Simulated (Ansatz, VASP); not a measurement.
# Two plane-wave programs on YbSe2

INCAR

```
PREC = Accurate
ENCUT = 520
EDIFF = 1E-7
ISMEAR = 0
SIGMA = 0.05
LREAL = False
LASPH = True
NELM = 150
ALGO = Normal
ISIF = 2
LWAVE = False
LCHARG = False
ISPIN = 2
MAGMOM = 0.05 0 0
LORBIT = 11
LMAXMIX = 6
GGA = PS
NBANDS = 29
```

KPOINTS

```
Automatic mesh
0
Gamma
  8 8 8
```

Contents of POSCAR:

```
YbSe2
1.0
    0.0000000000      3.3842510929      3.3842510929
    3.3842510929      0.0000000000      3.3842510929
    3.3842510929      3.3842510929      0.0000000000
Yb Se
1 2
Direct
    0.0000000000      0.0000000000      0.0000000000
    0.2500000000      0.2500000000      0.2500000000
    0.7500000000      0.7500000000      0.7500000000
```

Input for Ansatz:

```yaml
crystal:
  lattice:
    - [0.0, 3.3842510929, 3.3842510929]
    - [3.3842510929, 0.0, 3.3842510929]
    - [3.3842510929, 3.3842510929, 0.0]
  atoms:
    - { symbol: Yb, position: [0.0, 0.0, 0.0], spin: 0.05 }
    - { symbol: Se, position: [0.25, 0.25, 0.25] }
    - { symbol: Se, position: [0.75, 0.75, 0.75] }
basis:
  ecutwfc: 420
  ecutrho_ratio: 4
kpoints:
  mp_grid: { grid: [8, 8, 8] }
hamiltonian:
  xc: pbesol
scf:
  occupations: { method: gaussian, width: 0.05 }
output:
  forces: true
  stress: true
  eigenvalues: true
  populations: true
  write_density: true
  write_potential: true
  elf: true
  volumetric_format: npy
magnetization:
  spin_polarized: true
```

Alike in both runs: task single point; functional PBEsol; k mesh 8 × 8 × 8; occupations gaussian, width 0.05 eV; collinear spin.

|  | VASP | Ansatz |
| --- | --- | --- |
| version | VASP 6.6.1 | Ansatz 0.2.0 |
| potentials or method | VASP PAW PBE potentials, release 64 (Yb, Se), cutoff 520 eV | scalar-relativistic, plane waves, PAW |
| valence electrons in the cell | 36 | 56 |

|  | VASP | Ansatz | Ansatz less VASP |
| --- | --- | --- | --- |
| gap on the k mesh at the Fermi level (eV) | none | none | - |
| pressure (GPa) | -2.0 | -2.1 | -0.15 |
| net moment per atom (μB) | 0.00 | 0.00 | 0.000 |

VASP's potentials were made for PBE, not for PBEsol. A gap of «none» marks a metal or a gap that the smearing closes. VASP's potentials hold 36 valence electrons a cell and Ansatz's 56, so a difference there can come from the potentials and not from the codes. Ansatz's warnings: given moment on shells, seeded moment not kept.

Neither program's run includes spin-orbit coupling.
